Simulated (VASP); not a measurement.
# Co2C (Fm-3m) in VASP: single point with LDA

Aim: the single point of Co2C with LDA.

Everything below comes from runs of VASP 6.6.1. Logs are shortened: lines on timing, memory, paths and dates and some standing lists are left out, and cuts for length are marked.

### 1 The cell of the first run

It takes space group Fm-3m (No. 225, cubic). The conventional cell has a = 4.767 Å, b = 4.767 Å, c = 4.767 Å, α = 90.00°, β = 90.00°, γ = 90.00°. Within 2.7 Å of C (site symmetry m-3m) lie 8 Co at 2.06 Å. Co (site symmetry -43m) has 4 C at 2.06 Å and 6 Co at 2.38 Å within 2.7 Å.

### 2 Single point, LDA

The input, INCAR:

```
SYSTEM = Co2C
PREC = Accurate ; ENCUT = 600
EDIFF = 1E-6 ; ISMEAR = -1
SIGMA = 0.1 ; LREAL = .FALSE.
LASPH = .TRUE. ; NELM = 120
ALGO = Normal ; ISIF = 2
LWAVE = .FALSE. ; LCHARG = .TRUE.
GGA = CA ; LELF = .TRUE.
LVHAR = .TRUE. ; NBANDS = 18
GGA_COMPAT = .FALSE.
```

The input, KPOINTS:

```
Automatic mesh
0
G
  6 6 6
  0 0 0
```

The input, POSCAR:

```
Co2C
1.0
    0.0000000000      2.3833780000      2.3833780000
    2.3833780000      0.0000000000      2.3833780000
    2.3833780000      2.3833780000      0.0000000000
C Co
1 2
Direct
    0.0000000000      0.0000000000      0.0000000000
    0.2500000000      0.2500000000      0.2500000000
    0.7500000000      0.7500000000      0.7500000000
```

Potentials or basis: VASP PAW LDA potentials, release 64 (C, Co).

Launch:

```sh
$ cat potpaw_LDA.64/C/POTCAR potpaw_LDA.64/Co/POTCAR > POTCAR
$ mpirun -np 1 vasp_std > vasp.out
```

OUTCAR:

```text
SYSTEM = Co2C
   PREC = Accurate
   ENCUT = 600
   EDIFF = 1E-6
   ISMEAR = -1
   LREAL = .FALSE.
   LASPH = .TRUE.
   NELM = 120
   ISIF = 2
   GGA = CA

 ion  position               nearest neighbor table
   1  0.000  0.000  0.000-   3 2.06   3 2.06   3 2.06   2 2.06   2 2.06   2 2.06   3 2.06   2 2.06

   2  0.250  0.250  0.250-   1 2.06   1 2.06   1 2.06   1 2.06   3 2.38   3 2.38   3 2.38   3 2.38
                             3 2.38   3 2.38
   3  0.750  0.750  0.750-   1 2.06   1 2.06   1 2.06   1 2.06   2 2.38   2 2.38   2 2.38   2 2.38
                             2 2.38   2 2.38

  LATTYP: Found a face centered cubic cell.
 ALAT       =     4.7667560000

  Lattice vectors:

 A1 = (   0.0000000000,   2.3833780000,   2.3833780000)
 A2 = (   2.3833780000,   0.0000000000,   2.3833780000)
 A3 = (   2.3833780000,   2.3833780000,   0.0000000000)

Analysis of symmetry for initial positions (statically):
=====================================================================
 Subroutine PRICEL returns:
 Original cell was already a primitive cell.

 Routine SETGRP: Setting up the symmetry group for a
 face centered cubic supercell.

 Subroutine GETGRP returns: Found 48 space group operations
 (whereof 48 operations were pure point group operations)
 out of a pool of 48 trial point group operations.

The static configuration has the point symmetry O_h .

Analysis of symmetry for dynamics (positions and initial velocities):
=====================================================================
 Subroutine PRICEL returns:
 Original cell was already a primitive cell.

 Routine SETGRP: Setting up the symmetry group for a
 face centered cubic supercell.

 Subroutine GETGRP returns: Found 48 space group operations
 (whereof 48 operations were pure point group operations)
 out of a pool of 48 trial point group operations.

The dynamic configuration has the point symmetry O_h .

 Subroutine INISYM returns: Found 48 space group operations
 (whereof 48 operations are pure point group operations),
 and found     1 'primitive' translations

----------------------------------------------------------------------------------------

                                     Primitive cell

  volume of cell :      27.0775

  direct lattice vectors                    reciprocal lattice vectors
     0.000000000  2.383378000  2.383378000    -0.209786278  0.209786278  0.209786278
     2.383378000  0.000000000  2.383378000     0.209786278 -0.209786278  0.209786278
     2.383378000  2.383378000  0.000000000     0.209786278  0.209786278 -0.209786278

  length of vectors
     3.370605492  3.370605492  3.370605492     0.363360492  0.363360492  0.363360492

  position of ions in fractional coordinates (direct lattice)
     0.000000000  0.000000000  0.000000000
     0.250000000  0.250000000  0.250000000
     0.750000000  0.750000000  0.750000000

  ion indices of the primitive-cell ions
   primitive index   ion index
                 1           1
                 2           2
                 3           3

----------------------------------------------------------------------------------------

 KPOINTS: Automatic mesh

Automatic generation of k-mesh.
 Grid dimensions read from file:
 generate k-points for:    6    6    6

 Generating k-lattice:

  Cartesian coordinates                     Fractional coordinates (reciprocal lattice)
    -0.034964380  0.034964380  0.034964380     0.166666667  0.000000000  0.000000000
     0.034964380 -0.034964380  0.034964380     0.000000000  0.166666667  0.000000000
     0.034964380  0.034964380 -0.034964380     0.000000000  0.000000000  0.166666667

  Length of vectors
     0.060560082  0.060560082  0.060560082

  Shift w.r.t. Gamma in fractional coordinates (k-lattice)
     0.000000000  0.000000000  0.000000000

 Subroutine IBZKPT returns following result:
 ===========================================

 Found     16 irreducible k-points:

 Following reciprocal coordinates:
            Coordinates               Weight
  0.000000  0.000000  0.000000      1.000000
  0.166667  0.000000  0.000000      8.000000
  0.333333  0.000000  0.000000      8.000000
  0.500000  0.000000  0.000000      4.000000
  0.166667  0.166667  0.000000      6.000000
  0.333333  0.166667  0.000000     24.000000
[... 8 lines left out ...]
 -0.333333  0.333333  0.166667     24.000000
 -0.333333  0.500000  0.166667     12.000000
   k-points           NKPTS =     16   k-points in BZ     NKDIM =     16   number of bands    NBANDS=     18
   number of dos      NEDOS =    301   number of ions     NIONS =      3
   total plane-waves  NPLWV =  21952
   dimension x,y,z NGX =    28 NGY =   28 NGZ =   28
   dimension x,y,z NGXF=    56 NGYF=   56 NGZF=   56
   ions per type =               1   2
   NGX,Y,Z   is equivalent  to a cutoff of  13.81, 13.81, 13.81 a.u.
   NGXF,Y,Z  is equivalent  to a cutoff of  27.62, 27.62, 27.62 a.u.
 SYSTEM =  Co2C
   PREC   = accura    normal or accurate (medium, high low for compatibility)
   ISTART =      0    job   : 0-new  1-cont  2-samecut
   ICHARG =      2    charge: 1-file 2-atom 10-const
   ISPIN  =      1    spin polarized calculation?
   LNONCOLLINEAR =      F non collinear calculations
   LSORBIT =      F    spin-orbit coupling
   LASPH  =      T    aspherical Exc in radial PAW
   ENCUT  =  600.0 eV  44.10 Ry    6.64 a.u.   6.73  6.73  6.73*2*pi/ulx,y,z
   NELM   =    120;   NELMIN=  2; NELMDL= -5     # of ELM steps
   EDIFF  = 0.1E-05   stopping-criterion for ELM
   LREAL  =      F    real-space projection
   EDIFFG = 0.1E-04   stopping-criterion for IOM
   NSW    =      0    number of steps for IOM
   IBRION =     -1    ionic relax: 0-MD 1-quasi-New 2-CG
   NFREE  =      0    steps in history (QN), initial steepest desc. (CG)
   ISIF   =      2    stress and relaxation
   ISYM   =      2    0-nonsym 1-usesym 2-fastsym
   POTIM  = 0.5000    time-step for ionic-motion
   TEBEG  =    0.0;   TEEND  =   0.0 temperature during run
   PSTRESS=    0.0 pullay stress
   NELECT =      22.0000    total number of electrons
   NUPDOWN=      -1.0000    fix difference up-down
   EMIN   =  10.00;   EMAX   =-10.00  energy-range for DOS
   EFERMI =   0.00;   METHOD = LEGACY
   ISMEAR =    -1;   SIGMA  =   0.10  broadening in eV -4-tet -1-fermi 0-gaus
   EFERMI_NEDOS =   21; number of points for ismear=-14 and -15
   IALGO  =     38    algorithm
   IMIX   =      4    mixing-type and parameters
     AMIX     =   0.40;   BMIX     =  1.00
     AMIX_MAG =   1.60;   BMIX_MAG =  1.00
  volume/ion in A,a.u.               =       9.03        60.91
  Fermi-wavevector in a.u.,A,eV,Ry     =   1.527611  2.886766 31.750496  2.333596
  Thomas-Fermi vector in A             =   2.635483
   LORBIT       =      0    0 simple, 1 ext, 2 COOP (PROOUT), +10 PAW based schemes
   GGA     = CA    functional components
   LHFCALC =     F    Hartree Fock is set to
   AEXX    =    0.0000 exact exchange contribution
   IVDW    =     0    specifies the selected vdW correction
   LEPSILON=     F    determine dielectric tensor
   LRPA    =     F    only Hartree local field effects (RPA)
 non-spin polarized calculation
  energy-cutoff  :      600.00
  volume of cell :       27.08
 maximum number of plane-waves:       934
   NGX = 13   NGY = 13   NGZ = 13

 number of electron      22.0000006 magnetization

 Free energy of the ion-electron system (eV)
  ---------------------------------------------------
  ext. energy  EPLUGINS =         0.00000000
  ---------------------------------------------------
  free energy    TOTEN  =       -25.92828861 eV

  energy without entropy =      -25.81386782  energy(sigma->0) =      -25.87107821

 E-fermi :  10.0999     XC(G=0): -13.7076

 val. band max:       10.0784288674   @ k =   0.0000   0.0000   0.0000
 cond. band min:      10.1281636862   @ k =  -0.1667   0.1667   0.0000
 fundamental gap:      0.0497348188
 Fermi energy:        10.0998963746

 k-point     1 :       0.0000    0.0000    0.0000
  band No.  band energies     occupation
      1      -3.6044      2.00000
      2       4.4592      2.00000
      3       4.4592      2.00000
      4       4.4592      2.00000
      5       6.4415      2.00000
      6       6.4415      2.00000
[... 10 lines left out ...]
     17      19.5034      0.00000
     18      19.5034      0.00000

 k-point     2 :       0.1667    0.0000    0.0000
  band No.  band energies     occupation
      1      -3.2106      2.00000
      2       4.1763      2.00000
      3       4.6559      2.00000
      4       4.6559      2.00000
      5       6.6520      2.00000
      6       6.6520      2.00000
[... 10 lines left out ...]
     17      20.3247      0.00000
     18      20.3247      0.00000

 k-point     3 :       0.3333    0.0000    0.0000
  band No.  band energies     occupation
      1      -2.2649      2.00000
      2       3.6166      2.00000
      3       5.1093      2.00000
      4       5.1093      2.00000
      5       7.2744      2.00000
      6       7.2744      2.00000
[... 10 lines left out ...]
     17      21.0278      0.00000
     18      21.0278      0.00000

 k-point     4 :       0.5000    0.0000    0.0000
  band No.  band energies     occupation
      1      -1.6611      2.00000
      2       3.2820      2.00000
      3       5.3868      2.00000
      4       5.3868      2.00000
      5       7.9555      2.00000
      6       7.9555      2.00000
[... 207 lines left out ...]
      4       5.6373      2.00000
      5       6.9673      2.00000
      6       7.3873      2.00000
[... 10 lines left out ...]
     17      20.3673      0.00000
     18      22.6907      0.00000

 k-point    15 :      -0.3333    0.3333    0.1667
  band No.  band energies     occupation
      1      -1.2474      2.00000
      2       4.0430      2.00000
      3       4.6087      2.00000
      4       5.9260      2.00000
      5       6.8494      2.00000
      6       7.6774      2.00000
[... 10 lines left out ...]
     17      21.2805      0.00000
     18      22.1625      0.00000

 k-point    16 :      -0.3333    0.5000    0.1667
  band No.  band energies     occupation
      1      -1.0919      2.00000
      2       3.6203      2.00000
      3       5.1709      2.00000
      4       6.3086      2.00000
      5       6.5783      2.00000
      6       7.3260      2.00000
[... 10 lines left out ...]
     17      21.5738      0.00000
     18      21.6793      0.00000

------------------------ aborting loop because EDIFF is reached ----------------------------------------

  FORCE on cell =-STRESS in cart. coord.  units (eV):
  Direction    XX          YY          ZZ          XY          YZ          ZX
  --------------------------------------------------------------------------------------
  -------------------------------------------------------------------------------------
  Total       -3.8024100     -3.8024100     -3.8024100     -0.0000000      0.0000000      0.0000000
  in kB     -224.9887258   -224.9887258   -224.9887258     -0.0000000      0.0000000      0.0000000
  external PRESSURE =    -224.9887258 kB  Pullay stress =       0.0000000 kB

 VOLUME and BASIS-vectors are now :
 -----------------------------------------------------------------------------
  energy-cutoff  :      600.00
  volume of cell :       27.08
      direct lattice vectors                 reciprocal lattice vectors
     0.000000000  2.383378000  2.383378000    -0.209786278  0.209786278  0.209786278
     2.383378000  0.000000000  2.383378000     0.209786278 -0.209786278  0.209786278
     2.383378000  2.383378000  0.000000000     0.209786278  0.209786278 -0.209786278

 POSITION                                       TOTAL-FORCE (eV/Angst)
 -----------------------------------------------------------------------------------
      0.00000      0.00000      0.00000        -0.000000     -0.000000     -0.000000
      1.19169      1.19169      1.19169         0.000000      0.000000      0.000000
      3.57507      3.57507      3.57507        -0.000000     -0.000000     -0.000000
 -----------------------------------------------------------------------------------
    total drift:                                0.000000      0.000000      0.000000

  FREE ENERGIE OF THE ION-ELECTRON SYSTEM (eV)
  ---------------------------------------------------
  free  energy   TOTEN  =       -25.9282886088 eV

  energy  without entropy=      -25.8138678196  energy(sigma->0) =      -25.87107821
```

It took 18 s on 1 thread of Intel Xeon 8259CL, shared host; peak memory 0.14 GiB.

What came out:

```
Free energy            : -25.9283 eV
Pressure               : -22.5 GPa
Band gap on the k mesh : zero (bands 11 and 12 overlap by 1.32 eV)
```

Caveat: the k points lie up to 0.38 Å⁻¹ apart, too coarse for converged energies and pressures of a metal; the run has no spin polarisation, though such a crystal can be magnetic. Spin polarisation is off, so any magnetic state and its effect on volume and gap are missing.

The gap in the log of VASP goes by the Fermi energy; the results here count the filled bands.